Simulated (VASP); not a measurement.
# Pd3F7 (P1) in VASP: single point with PBE

Aim: the single point of Pd3F7 with PBE.

Everything below comes from runs of VASP 6.6.1. Logs are shortened: lines on timing, memory, paths and dates and some standing lists are left out, and cuts for length are marked.

### 1 The cell of the first run

The typed cell holds 10 atoms: a = 4.050 Å, b = 5.848 Å, c = 7.401 Å, α = 113.46°, β = 90.12°, γ = 90.08°.

### 2 Single point, PBE

Contents of INCAR:

```
SYSTEM = Pd3F7
  PREC = Accurate
  ENCUT = 600
  EDIFF = 1E-6
  ISMEAR = 0
  SIGMA = 0.2
  LREAL = .FALSE.
  LASPH = .TRUE.
  NELM = 120
  ALGO = Normal
  ISIF = 2
  LWAVE = .FALSE.
  LCHARG = .TRUE.
  GGA = PE
  LELF = .TRUE.
  LVHAR = .TRUE.
  NBANDS = 50
  GGA_COMPAT = .FALSE.
```

Contents of KPOINTS:

```
Automatic mesh
0
G
  6 4 4
  0 0 0
```

Contents of POSCAR:

```
Pd3F7
1.0
    0.0028161051      0.0059432782      4.0503768375
   -5.8475836004      0.0097177510     -0.0040966778
    2.9351753988     -6.7946072471     -0.0079761326
Pd F
3 7
Direct
    0.0000151878      0.0078388124      0.0000043615
   -0.0001023980      1.0062175662      0.4999861155
    0.0000681729      0.5062507506      0.5000428064
    0.5000194417      0.0073502890      0.0000774316
   -0.0007485495      0.8605477509      0.2052613141
    0.0006417299      0.1549352371      0.7946270503
    0.0002019819      0.6541364465      0.7947159103
    0.0000747134      0.3614366798      0.2054755228
    0.4998185477      0.9700447704      0.4986793586
    0.5000111722      0.4712416973      0.5011301290
```

Potentials or basis: VASP PAW PBE potentials, release 64 (Pd, F).

On the command line:

```bash
> cat potpaw_PBE.64/Pd/POTCAR potpaw_PBE.64/F/POTCAR > POTCAR
> mpirun -np 1 vasp_std > vasp.out
```

OUTCAR:

```text
SYSTEM = Pd3F7
   PREC = Accurate
   ENCUT = 600
   EDIFF = 1E-6
   ISMEAR = 0
   LREAL = .FALSE.
   LASPH = .TRUE.
   NELM = 120
   ISIF = 2
   GGA = PE

 ion  position               nearest neighbor table
   1  0.000  0.008  0.000-   7 2.02   8 2.02   6 2.02   5 2.02   4 2.03   4 2.03
   2  1.000  0.006  0.500-   6 2.00   5 2.00   9 2.04   9 2.04   3 2.92   3 2.92
   3  0.000  0.506  0.500-   8 2.00   7 2.00  10 2.04  10 2.04   2 2.92   2 2.92
   4  0.500  0.007  0.000-   1 2.03   1 2.03
   5  0.999  0.861  0.205-   2 2.00   1 2.02
   6  0.001  0.155  0.795-   2 2.00   1 2.02
   7  0.000  0.654  0.795-   3 2.00   1 2.02
   8  0.000  0.361  0.205-   3 2.00   1 2.02
   9  0.500  0.970  0.499-   2 2.04   2 2.04
  10  0.500  0.471  0.501-   3 2.04   3 2.04

  LATTYP: Found a triclinic cell.
 ALAT       =     7.3835623353
 B/A-ratio  =     0.7919745029
 C/A-ratio  =     0.5485674791
 COS(alpha) =     0.0013934035
 COS(beta)  =     0.0032576992
 COS(gamma) =     0.3929182698

  Lattice vectors:

 A1 = (  -2.9124082016,  -6.7848894961,  -0.0120728104)
 A2 = (  -5.8475836004,   0.0097177510,  -0.0040966778)
 A3 = (  -0.0028161051,  -0.0059432782,  -4.0503768375)

Analysis of symmetry for initial positions (statically):
=====================================================================
 Subroutine PRICEL returns:
 Original cell was already a primitive cell.

 Routine SETGRP: Setting up the symmetry group for a
 triclinic supercell.

 Subroutine GETGRP returns: Found  1 space group operations
 (whereof  1 operations were pure point group operations)
 out of a pool of  2 trial point group operations.

The static configuration has the point symmetry C_1 .

Analysis of symmetry for dynamics (positions and initial velocities):
=====================================================================
 Subroutine PRICEL returns:
 Original cell was already a primitive cell.

 Routine SETGRP: Setting up the symmetry group for a
 triclinic supercell.

 Subroutine GETGRP returns: Found  1 space group operations
 (whereof  1 operations were pure point group operations)
 out of a pool of  2 trial point group operations.

The dynamic configuration has the point symmetry C_1 .

 Subroutine INISYM returns: Found  1 space group operations
 (whereof  1 operations are pure point group operations),
 and found     1 'primitive' translations

----------------------------------------------------------------------------------------

                                     Primitive cell

  volume of cell :     160.8138

  direct lattice vectors                    reciprocal lattice vectors
     0.002816105  0.005943278  4.050376837    -0.000173572 -0.000364804  0.246891264
    -5.847583600  0.009717751 -0.004096678    -0.171133824 -0.073927688  0.000227461
     2.935175399 -6.794607247 -0.007976133    -0.000244910 -0.147281593  0.000216282

  length of vectors
     4.050382177  5.847593110  7.401486735     0.246891594  0.186419260  0.147281955

  position of ions in fractional coordinates (direct lattice)
     0.000015188  0.007838812  0.000004361
     0.999897602  0.006217566  0.499986116
     0.000068173  0.506250751  0.500042806
     0.500019442  0.007350289  0.000077432
     0.999251450  0.860547751  0.205261314
     0.000641730  0.154935237  0.794627050
     0.000201982  0.654136446  0.794715910
     0.000074713  0.361436680  0.205475523
     0.499818548  0.970044770  0.498679359
     0.500011172  0.471241697  0.501130129

  ion indices of the primitive-cell ions
   primitive index   ion index
                 1           1
                 2           2
                 3           3
                 4           4
                 5           5
                 6           6
                 7           7
                 8           8
                 9           9
                10          10

----------------------------------------------------------------------------------------

 KPOINTS: Automatic mesh

Automatic generation of k-mesh.
 Grid dimensions read from file:
 generate k-points for:    6    4    4

 Generating k-lattice:

  Cartesian coordinates                     Fractional coordinates (reciprocal lattice)
    -0.000028929 -0.000060801  0.041148544     0.166666667  0.000000000 -0.000000000
    -0.042783456 -0.018481922  0.000056865    -0.000000000  0.250000000  0.000000000
    -0.000061228 -0.036820398  0.000054071     0.000000000  0.000000000  0.250000000

  Length of vectors
     0.041148599  0.046604815  0.036820489

  Shift w.r.t. Gamma in fractional coordinates (k-lattice)
     0.000000000  0.000000000  0.000000000

 Subroutine IBZKPT returns following result:
 ===========================================

 Found     52 irreducible k-points:

 Following reciprocal coordinates:
            Coordinates               Weight
  0.000000  0.000000  0.000000      1.000000
  0.166667  0.000000 -0.000000      2.000000
  0.333333  0.000000  0.000000      2.000000
  0.500000 -0.000000 -0.000000      1.000000
  0.000000  0.250000 -0.000000      2.000000
  0.166667  0.250000 -0.000000      2.000000
[... 16 lines left out ...]
  0.333333  0.250000  0.250000      2.000000
  0.500000  0.250000  0.250000      2.000000
 [... further k-points ...]
   k-points           NKPTS =     52   k-points in BZ     NKDIM =     52   number of bands    NBANDS=     50
   number of dos      NEDOS =    301   number of ions     NIONS =     10
   total plane-waves  NPLWV =  92160
   dimension x,y,z NGX =    32 NGY =   48 NGZ =   60
   dimension x,y,z NGXF=    64 NGYF=   96 NGZF=  120
   ions per type =               3   7
   NGX,Y,Z   is equivalent  to a cutoff of  13.13, 13.65, 13.48 a.u.
   NGXF,Y,Z  is equivalent  to a cutoff of  26.27, 27.29, 26.95 a.u.
 SYSTEM =  Pd3F7
   PREC   = accura    normal or accurate (medium, high low for compatibility)
   ISTART =      0    job   : 0-new  1-cont  2-samecut
   ICHARG =      2    charge: 1-file 2-atom 10-const
   ISPIN  =      1    spin polarized calculation?
   LNONCOLLINEAR =      F non collinear calculations
   LSORBIT =      F    spin-orbit coupling
   LASPH  =      T    aspherical Exc in radial PAW
   ENCUT  =  600.0 eV  44.10 Ry    6.64 a.u.   8.09 11.68 14.78*2*pi/ulx,y,z
   NELM   =    120;   NELMIN=  2; NELMDL= -5     # of ELM steps
   EDIFF  = 0.1E-05   stopping-criterion for ELM
   LREAL  =      F    real-space projection
   EDIFFG = 0.1E-04   stopping-criterion for IOM
   NSW    =      0    number of steps for IOM
   IBRION =     -1    ionic relax: 0-MD 1-quasi-New 2-CG
   NFREE  =      0    steps in history (QN), initial steepest desc. (CG)
   ISIF   =      2    stress and relaxation
   ISYM   =      2    0-nonsym 1-usesym 2-fastsym
   POTIM  = 0.5000    time-step for ionic-motion
   TEBEG  =    0.0;   TEEND  =   0.0 temperature during run
   PSTRESS=    0.0 pullay stress
   NELECT =      79.0000    total number of electrons
   NUPDOWN=      -1.0000    fix difference up-down
   EMIN   =  10.00;   EMAX   =-10.00  energy-range for DOS
   EFERMI =   0.00;   METHOD = LEGACY
   ISMEAR =     0;   SIGMA  =   0.20  broadening in eV -4-tet -1-fermi 0-gaus
   EFERMI_NEDOS =   21; number of points for ismear=-14 and -15
   IALGO  =     38    algorithm
   IMIX   =      4    mixing-type and parameters
     AMIX     =   0.40;   BMIX     =  1.00
     AMIX_MAG =   1.60;   BMIX_MAG =  1.00
  volume/ion in A,a.u.               =      16.08       108.52
  Fermi-wavevector in a.u.,A,eV,Ry     =   1.291743  2.441040 22.702683  1.668600
  Thomas-Fermi vector in A             =   2.423494
   LORBIT       =      0    0 simple, 1 ext, 2 COOP (PROOUT), +10 PAW based schemes
   GGA     = PE    functional components
   LHFCALC =     F    Hartree Fock is set to
   AEXX    =    0.0000 exact exchange contribution
   IVDW    =     0    specifies the selected vdW correction
   LEPSILON=     F    determine dielectric tensor
   LRPA    =     F    only Hartree local field effects (RPA)
 non-spin polarized calculation
 Gauss-broadening in eV      SIGMA  =   0.20
  energy-cutoff  :      600.00
  volume of cell :      160.81
 maximum number of plane-waves:      5390
   NGX = 17   NGY = 23   NGZ = 29

 number of electron      79.0000028 magnetization

 Free energy of the ion-electron system (eV)
  ---------------------------------------------------
  ext. energy  EPLUGINS =         0.00000000
  ---------------------------------------------------
  free energy    TOTEN  =       -40.20180604 eV

  energy without entropy =      -40.09009603  energy(sigma->0) =      -40.14595104

 E-fermi :   0.2773     XC(G=0):  -8.8611

 val. band max:        0.2667825935   @ k =   0.1667   0.0000   0.5000
 cond. band min:       0.2787841300   @ k =   0.0000   0.5000   0.2500
 fundamental gap:      0.0120015365
 Fermi energy:         0.2773250179

 k-point     1 :       0.0000    0.0000    0.0000
  band No.  band energies     occupation
      1     -22.8056      2.00000
      2     -22.5732      2.00000
      3     -22.4381      2.00000
      4     -22.3899      2.00000
      5     -22.1784      2.00000
      6     -22.0322      2.00000
[... 42 lines left out ...]
     49      10.4620      0.00000
     50      11.4442      0.00000

 k-point     2 :       0.1667    0.0000   -0.0000
  band No.  band energies     occupation
      1     -22.7931      2.00000
      2     -22.5673      2.00000
      3     -22.4366      2.00000
      4     -22.3885      2.00000
      5     -22.1337      2.00000
      6     -21.9886      2.00000
[... 42 lines left out ...]
     49      10.4713      0.00000
     50      10.8816      0.00000

 k-point     3 :       0.3333    0.0000    0.0000
  band No.  band energies     occupation
      1     -22.7705      2.00000
      2     -22.5573      2.00000
      3     -22.4335      2.00000
      4     -22.3857      2.00000
      5     -22.0412      2.00000
      6     -21.8974      2.00000
[... 42 lines left out ...]
     49      10.7025      0.00000
     50      11.3801      0.00000

 k-point     4 :       0.5000   -0.0000   -0.0000
  band No.  band energies     occupation
      1     -22.7604      2.00000
      2     -22.5530      2.00000
      3     -22.4319      2.00000
      4     -22.3843      2.00000
      5     -21.9934      2.00000
      6     -21.8500      2.00000
[... 999 lines left out ...]
 k-point    23 :       0.3333    0.2500    0.2500
  band No.  band energies     occupation
      1     -22.6605      2.00000
      2     -22.5546      2.00000
      3     -22.5327      2.00000
      4     -22.4090      2.00000
      5     -22.0192      2.00000
      6     -21.9187      2.00000
[... 42 lines left out ...]
     49      10.7998      0.00000
     50      11.4850      0.00000

 k-point    24 :       0.5000    0.2500    0.2500
  band No.  band energies     occupation
      1     -22.6522      2.00000
      2     -22.5489      2.00000
      3     -22.5287      2.00000
      4     -22.4073      2.00000
      5     -21.9725      2.00000
      6     -21.8714      2.00000
[... 42 lines left out ...]
     49      10.3321      0.00000
     50      11.5566      0.00000

 [... further k-points ...]

------------------------ aborting loop because EDIFF is reached ----------------------------------------

  FORCE on cell =-STRESS in cart. coord.  units (eV):
  Direction    XX          YY          ZZ          XY          YZ          ZX
  --------------------------------------------------------------------------------------
  -------------------------------------------------------------------------------------
  Total       -0.2399415     -0.2313078     -0.2586322      0.0384172     -0.0461913     -0.0041904
  in kB       -2.3905226     -2.3045051     -2.5767363      0.3827486     -0.4602011     -0.0417491
  external PRESSURE =      -2.4239213 kB  Pullay stress =       0.0000000 kB

 VOLUME and BASIS-vectors are now :
 -----------------------------------------------------------------------------
  energy-cutoff  :      600.00
  volume of cell :      160.81
      direct lattice vectors                 reciprocal lattice vectors
     0.002816105  0.005943278  4.050376837    -0.000173572 -0.000364804  0.246891264
    -5.847583600  0.009717751 -0.004096678    -0.171133824 -0.073927688  0.000227461
     2.935175399 -6.794607247 -0.007976133    -0.000244910 -0.147281593  0.000216282

 POSITION                                       TOTAL-FORCE (eV/Angst)
 -----------------------------------------------------------------------------------
     -0.04583      0.00005      0.00003        -0.003113     -0.001802      0.000605
      1.43401     -3.39121      4.04595        -0.007563      0.000367      0.000551
     -1.49263     -3.39267     -0.00579        -0.007173      0.000094     -0.000086
     -0.04135      0.00252      2.02524         0.000079      0.000541     -0.000199
     -4.42683     -1.38037      4.04218         0.003909      0.004345      0.000594
      1.42637     -5.39767     -0.00437        -0.002878     -0.005323     -0.000605
     -1.49249     -5.39342     -0.00820         0.002495     -0.002373     -0.000650
     -1.51042     -1.39261     -0.00282        -0.002701      0.004214     -0.000898
     -4.20730     -3.37593      2.01650         0.008853      0.000760      0.000701
     -1.28331     -3.39743      2.01931         0.008092     -0.000823     -0.000013
 -----------------------------------------------------------------------------------
    total drift:                                0.002220      0.000767     -0.000081

  FREE ENERGIE OF THE ION-ELECTRON SYSTEM (eV)
  ---------------------------------------------------
  free  energy   TOTEN  =       -40.2018060404 eV

  energy  without entropy=      -40.0900960309  energy(sigma->0) =      -40.14595104
```

It took 5.8 min on 1 thread of Intel Xeon 6975P-C (Granite Rapids), shared host; peak memory 0.53 GiB.

Results:

```
Free energy            : -40.2018 eV
Pressure               : -0.2 GPa
Largest force          : 0.009 eV/Å
Band gap on the k mesh : zero (an odd number of electrons rules out a gap without spin polarisation)
```

Forces in eV/Å, atoms in the order of the input:
```
Pd  -0.003 -0.002  0.001
Pd  -0.008  0.000  0.001
Pd  -0.007  0.000  0.000
F    0.000  0.001  0.000
F    0.004  0.004  0.001
F   -0.003 -0.005 -0.001
F    0.002 -0.002 -0.001
F   -0.003  0.004 -0.001
F    0.009  0.001  0.001
F    0.008 -0.001  0.000
```

Caveat: an odd number of electrons without spin polarisation forces a metal; a magnetic or distorted state may lie lower.
